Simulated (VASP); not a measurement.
MgS:

```xyz
2
Lattice="0.0000 2.6017 2.6017 2.6017 0.0000 2.6017 2.6017 2.6017 0.0000" Properties=species:S:1:pos:R:3 pbc="T T T"
Mg    0.0000    0.0000    0.0000
S     2.6017    2.6017    2.6017
```

Base run:

```yaml
Program: VASP 6.6.1
Functional: revPBE
Potentials_or_basis: VASP PAW PBE potentials, release 64 (Mg, S)
Cutoff: 600 eV
k_mesh: 8 × 8 × 8
Occupations: gaussian, width 0.05 eV
Spin: no spin polarisation
```

Its results: band gap on the k mesh 2.89 eV (least direct gap 3.84 eV); pressure 2.5 GPa.

**Question.** The run is repeated on the same cell with these changes: functional from revPBE to BLYP; dispersion from none to D3(BJ). What comes out?

**Answer.** Band gap on the k mesh 2.83 eV (least direct gap 3.89 eV); pressure -3.8 GPa.

Several settings changed at once.

Caveats: the PAW data sets were made with another functional, which shifts forces and pressure a little; the cell stands under tension (at least some runs).

A k mesh can miss the band edges.
